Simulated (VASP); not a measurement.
Set up this calculation in VASP 6.6.1, as the native input.

```
Task                   : single point
Functional             : PBE
Potentials or basis    : VASP PAW PBE potentials, release 64 (Sn_d, Te)
Cutoff                 : 520 eV
k mesh                 : 4 × 4 × 4
Occupations            : gaussian, width 0.1 eV
Spin                   : no spin polarisation
Dipole correction      : no
Further INCAR settings : ALGO = Normal; EDIFF = 1e-06; NBANDS = 32
```

The structure of Sn3Te lies in POSCAR:

```
Sn3Te
1.0
    4.4409959600      0.0000000000      0.0000000000
    0.0000000000      4.4409959600      0.0000000000
    0.0000000000      0.0000000000      7.2579952100
Sn Te
3 1
Direct
    0.0000000000      0.0000000000      0.0000000000
    0.0000000000      0.5000000000      0.5899003000
    0.5000000000      0.0000000000      0.4100997000
    0.5000000000      0.5000000000      0.0000000000
```

The cell was built from a structure type or drawn by symmetry, and may not be a known phase.

One way to write it, as run:

INCAR

```
PREC = Accurate
ENCUT = 520
EDIFF = 1E-6
ISMEAR = 0
SIGMA = 0.1
LREAL = False
LASPH = True
NELM = 60
ALGO = Normal
ISIF = 2
LWAVE = False
LCHARG = False
GGA = PE
NBANDS = 32
```

KPOINTS

```
regular mesh
0
Gamma
  4 4 4
```

Potentials or basis: VASP PAW PBE potentials, release 64 (Sn_d, Te).

Command:

```sh
$ cat potpaw_PBE.64/Sn_d/POTCAR potpaw_PBE.64/Te/POTCAR > POTCAR
$ mpirun -np 1 vasp_std > vasp.out
```

Results of the run:

The pressure is -3.3 GPa, the largest force is 0.018 eV/Å and the band gap on the k mesh is zero (bands 24 and 25 overlap by 1.02 eV).

Caveat: the cell stands under tension; spin-orbit coupling is left out, which moves the levels of the heavy elements.

Wall time 49 s on 1 thread of AMD EPYC 9R45 96-Core Processor (Zen 5) (shared host), peak memory 0.24 GiB.
